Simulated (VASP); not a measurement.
Write the native input for VASP 6.6.1 that does the following.

```yaml
Task: single point
Functional: PBE
Potentials_or_basis: VASP PAW PBE potentials, release 64 (Mo_sv, W_sv)
Cutoff: 500 eV
k_mesh: 12 × 12 × 12
Occupations: gaussian, width 0.1 eV
Spin: no spin polarisation
Dipole_correction: no
Further_INCAR_settings: ALGO = Normal; EDIFF = 1e-06; NBANDS = 36
```

The structure of Mo3W lies in POSCAR:

```
Mo3W
1.0
    0.0000000000      3.1659940356      3.1659940356
    3.1659940356      0.0000000000      3.1659940356
    3.1659940356      3.1659940356      0.0000000000
Mo W
3 1
Direct
    0.0000000000      0.0000000000      0.0000000000
    0.2500000000      0.2500000000      0.2500000000
    0.7500000000      0.7500000000      0.7500000000
    0.5000000000      0.5000000000      0.5000000000
```

These files were run (other wordings do the same):

INCAR

```
SYSTEM = Mo3W
PREC     = Accurate       ! precision mode
ENCUT    = 500            ! plane-wave cutoff, eV
EDIFF    = 1E-6           ! SCF threshold, eV
ISMEAR   = 0              ! smearing method
SIGMA    = 0.1            ! smearing width, eV
LREAL    = .FALSE.        ! projectors in reciprocal space
LASPH    = .TRUE.         ! aspherical terms in the spheres
NELM     = 120            ! most SCF steps
ALGO     = Normal         ! electronic algorithm
ISIF     = 2              ! what is computed and relaxed
LWAVE    = .FALSE.        ! write WAVECAR
LCHARG   = .FALSE.        ! write CHGCAR
GGA      = PE             ! functional
NBANDS   = 36             ! bands
GGA_COMPAT= .FALSE.
```

KPOINTS

```
regular mesh
0
G
  12 12 12
  0 0 0
```

Potentials or basis: VASP PAW PBE potentials, release 64 (Mo_sv, W_sv).

Command:

```sh
$ cat potpaw_PBE.64/Mo_sv/POTCAR potpaw_PBE.64/W_sv/POTCAR > POTCAR
$ mpirun -np 1 vasp_std > vasp.out
```

Results of the run:

* Pressure: 0.5 GPa
* Band gap on the k mesh: zero (band 28 reaches 12.34 eV, above the bottom of band 29 at 11.99 eV)

Caveat: spin-orbit coupling is left out, which moves the levels of the heavy elements.

Run time: 2.8 min on 1 thread of AMD EPYC 9R45 (Zen 5), with other jobs on the host, peak memory 0.25 GiB.
